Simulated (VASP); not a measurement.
The system is MgO.

```xyz
2
Lattice="0.0000 2.1085 2.1085 2.1085 0.0000 2.1085 2.1085 2.1085 0.0000" Properties=species:S:1:pos:R:3 pbc="T T T"
Mg    0.0000    0.0000    0.0000
O     2.1085    2.1085    2.1085
```

| Item | Value |
| --- | --- |
| Program | VASP 6.6.1 |
| Task | relaxation of cell and atoms |
| Functional | LDA |
| Potentials or basis | VASP PAW LDA potentials, release 64 (Mg_sv, O) |
| Cutoff | 750 eV |
| k mesh | 10 × 10 × 10 |
| Occupations | gaussian, width 0.02 eV |
| Spin | no spin polarisation |

At the start: pressure -6.5 GPa; volume 9.37 Å³/atom.

Question: Where does the relaxation end?

Answer: Over 3 steps the energy falls by 7.8 meV/atom and the volume is 9.01 Å³/atom (-3.9 %); space group Fm-3m (No. 225, to 0.1 Å) before and after.

Step by step:
```tsv
step	energy change (eV)	largest force (eV/Å)	pressure (GPa)	volume (Å³)
1	0.0000	0.0000	-6.55	18.75
2	-0.0130	0.0000	2.93	17.73
3	-0.0156	0.0000	0.02	18.01
```

Final structure:
```
Mg O
1.0
     0.00000    2.08050    2.08050
     2.08050    0.00000    2.08050
     2.08050    2.08050    0.00000
Mg O
1 1
Direct
  0.00000 0.00000 0.00000
  0.50000 0.50000 0.50000
```
